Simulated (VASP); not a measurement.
Input of a VASP 6.6.1 run:

Contents of INCAR:

```
  PREC = Accurate
  ENCUT = 520
  EDIFF = 1E-8
  ISMEAR = -1
  SIGMA = 0.05
  LREAL = False
  LASPH = True
  NELM = 60
  ALGO = Normal
  ISIF = 2
  LWAVE = False
  LCHARG = False
  GGA = CA
  LEFG = True
  NBANDS = 20
```

File KPOINTS:

```
Automatic mesh
0
Gamma
  15 15 15
```

POSCAR

```
MoS2
1.0
    1.5815003568      0.9130796567      6.1233300000
   -1.5815003568      0.9130796567      6.1233300000
    0.0000000000     -1.8261593134      6.1233300000
Mo S
1 2
Direct
    0.0000000000      0.0000000000      0.0000000000
    0.7484000000      0.7484000000      0.7484000000
    0.5849000000      0.5849000000      0.5849000000
```

Potentials or basis: VASP PAW LDA potentials, release 64 (Mo_sv, S).

Run with:

```sh
$ cat potpaw_LDA.64/Mo_sv/POTCAR potpaw_LDA.64/S/POTCAR > POTCAR
$ mpirun -np 1 vasp_std > vasp.out
```

**Question.** What does it give for the band gap on the k mesh?

**Answer.** 0.63 eV (least direct gap 1.63 eV).

**Question.** Predict the pressure.

**Answer.** 1.5 GPa.

Stress tensor (GPa, compression positive):
```
-0.87  0.00  0.00
 0.00 -0.87  0.00
 0.00  0.00  6.31
```

Caveat: without QUAD_EFG the Cq values of the log hold for a quadrupole moment of 1 mb, not for the nuclei; an odd mesh through Γ misses points on the zone boundary, where band edges can lie. As with any semilocal functional, this LDA gap is likely too small.
